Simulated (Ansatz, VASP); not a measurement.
## Hg: VASP beside Ansatz

```
Hg
1.0
    -3.00546    3.00546    1.60249
     3.00546   -3.00546    1.60249
     3.00546    3.00546   -1.60249
Hg
2
Cartesian
  0.0000 3.0055 0.8012
  0.0000 0.0000 0.0000
```

Alike in both runs: functional PBE; k mesh 16 × 16 × 16; occupations gaussian, width 0.1 eV; no spin polarisation.

Ansatz relaxed the structure, and its values are those at the end. VASP's run is a single point on that final structure, the one shown.

```csv
,VASP,Ansatz
version,VASP 6.6.1,Ansatz 0.2.0
potentials or method,"VASP PAW PBE potentials, release 64 (Hg), cutoff 520 eV","scalar-relativistic, plane waves, PAW"
valence electrons in the cell,24,40
```

```csv
,VASP,Ansatz,Ansatz less VASP
gap on the k mesh at the Fermi level (eV),none,none,-
pressure (GPa),0.2,0.0,-0.17
```

A gap of «none» marks a metal or a gap that the smearing closes. The functional is the same, so the differences come from potentials, cutoffs and numerics. VASP's potentials hold 24 valence electrons a cell and Ansatz's 40, so a difference there can come from the potentials and not from the codes.

Neither program's run includes spin-orbit coupling.
